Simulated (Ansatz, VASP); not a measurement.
# Hg in VASP and in Ansatz

The input INCAR:

```
SYSTEM = Hg
PREC = Accurate
ENCUT = 520
EDIFF = 1E-6
ISMEAR = -1
SIGMA = 0.05
LREAL = .FALSE.
LASPH = .TRUE.
NELM = 100
ALGO = Normal
ISIF = 2
LWAVE = .FALSE.
LCHARG = .TRUE.
GGA = PE
LELF = .TRUE.
LVHAR = .TRUE.
NBANDS = 19
```

Contents of KPOINTS:

```
regular mesh
0
G
  11 11 11
  0 0 0
```

POSCAR

```
Hg
1.0
    0.0000000000      3.2354804097      3.2354804097
    3.2354804097      0.0000000000      3.2354804097
    3.2354804097      3.2354804097      0.0000000000
Hg
2
Direct
   -0.1250000000     -0.1250000000     -0.1250000000
    0.1250000000      0.1250000000      0.1250000000
```

Input for Ansatz:

```yaml
crystal:
  lattice:
    - [0.0, 3.2354804097, 3.2354804097]
    - [3.2354804097, 0.0, 3.2354804097]
    - [3.2354804097, 3.2354804097, 0.0]
  atoms:
    - { symbol: Hg, position: [-0.125, -0.125, -0.125] }
    - { symbol: Hg, position: [0.125, 0.125, 0.125] }
kpoints:
  mp_grid: { grid: [11, 11, 11] }
  band_path:
    path:
      - [0.0, 0.0, 0.0]
      - [0.5, 0.0, 0.5]
      - [0.625, 0.25, 0.625]
      - [0.375, 0.375, 0.75]
      - [0.0, 0.0, 0.0]
      - [0.5, 0.5, 0.5]
      - [0.5, 0.25, 0.75]
      - [0.5, 0.0, 0.5]
    npoints: 8
scf:
  occupations: { method: fermi_dirac, width: 0.05 }
hamiltonian:
  xc: pbe
  pseudopotentials: { kind: all_electron, lapw: { basis_error: 0.001 } }
output:
  forces: true
  stress: true
  eigenvalues: true
  populations: true
  dos: { projected: true, de: 0.2, e_range: [-14, 8] }
```

Change from the starting cell: volume scaled by 0.6, LAPW.

Alike in both runs: task single point; functional PBE; k mesh 11 × 11 × 11; occupations fermi-dirac, width 0.05 eV; no spin polarisation.

|  | VASP | Ansatz |
| --- | --- | --- |
| version | VASP 6.6.1 | Ansatz 0.2.0 |
| potentials or method | VASP PAW PBE potentials, release 64 (Hg), cutoff 520 eV | all-electron LAPW, scalar-relativistic |

```tsv
	VASP	Ansatz	Ansatz less VASP
pressure (GPa)	4.5	4.2	-0.32
```

Ansatz ran all-electron here, and VASP with PAW potentials.

Neither program's run includes spin-orbit coupling.
